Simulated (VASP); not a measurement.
Write the native input for VASP 6.6.1 that does the following.

| Quantity | Value |
| --- | --- |
| Task | single point |
| Functional | revPBE |
| Dispersion | D3(BJ) |
| Potentials or basis | VASP PAW PBE potentials, release 64 (Mg) |
| Cutoff | 520 eV |
| k mesh | 10 × 10 × 5 |
| Occupations | fermi-dirac, width 0.05 eV |
| Spin | no spin polarisation |
| Dipole correction | no |
| Further INCAR settings | ALGO = Normal; EDIFF = 1e-06; NBANDS = 9 |

The structure of Mg lies in POSCAR:

```
Mg
1.0
    3.0883298208      0.0000000000      0.0000000000
   -1.5441649104      2.6745720801      0.0000000000
    0.0000000000      0.0000000000      5.1493198772
Mg
2
Direct
    0.6666666667      0.3333333333      0.7500000000
    0.3333333333      0.6666666667      0.2500000000
```

These files were run (other wordings do the same):

INCAR

```
SYSTEM = Mg
PREC = Accurate ; ENCUT = 520
EDIFF = 1E-6 ; ISMEAR = -1
SIGMA = 0.05 ; LREAL = .FALSE.
LASPH = .TRUE. ; NELM = 60
ALGO = Normal ; ISIF = 2
LWAVE = .FALSE. ; LCHARG = .FALSE.
GGA = RE ; IVDW = 12
NBANDS = 9
```

KPOINTS

```
regular mesh
0
G
  10 10 5
  0 0 0
```

Potentials or basis: VASP PAW PBE potentials, release 64 (Mg).

Run with:

```bash
$ cat potpaw_PBE.64/Mg/POTCAR > POTCAR
$ mpirun -np 1 vasp_std > vasp.out
```

Results of the run:

```json
{
  "Pressure": "-0.1 GPa",
  "Band gap on the k mesh": "zero (band 2 reaches 3.66 eV, above the bottom of band 3 at 1.67 eV)",
  "Dispersion energy per atom": "-0.585 eV"
}
```

Caveat: the PAW data sets were made with another functional, which shifts forces and pressure a little; pairwise dispersion overbinds metals, which lowers pressure and volume.

It took 4.9 s on 1 thread of Intel(R) Xeon(R) 6975P-C (Granite Rapids) (shared host), peak memory 0.17 GiB.
